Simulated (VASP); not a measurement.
BN, 2 atoms in the cell. The structure is cubic, space group F-43m (No. 216). Conventional cell: a = 3.689 Å, b = 3.689 Å, c = 3.689 Å, α = 90.00°, β = 90.00°, γ = 90.00°. B (site symmetry -43m) has 4 N at 1.60 Å within 2.1 Å. N (site symmetry -43m) has 4 B at 1.60 Å within 2.1 Å. 

| Quantity | Value |
| --- | --- |
| Program | VASP 6.6.1 |
| Task | single point |
| Functional | LDA |
| Potentials or basis | VASP PAW LDA potentials, release 64 (B, N) |
| Cutoff | 600 eV |
| k mesh | 8 × 8 × 8 |
| Occupations | gaussian, width 0.05 eV |
| Spin | no spin polarisation |
| Dipole correction | no |
| Further INCAR settings | ALGO = Normal; EDIFF = 1e-06; NBANDS = 11 |

Potentials or basis: VASP PAW LDA potentials, release 64 (B, N).

The run is started by

```bash
$ cat potpaw_LDA.64/B/POTCAR potpaw_LDA.64/N/POTCAR > POTCAR
$ mpirun -np 1 vasp_std > vasp.out
```

Hardware: 1 thread of Intel Xeon 8259CL, with other jobs on the host.

Question: How long does it take, and how much memory?

Answer: Run time: 7.9 s on 1 thread of Intel Xeon 8259CL (shared host), peak memory 0.12 GiB. Counts: scf iterations 11, k points 29.
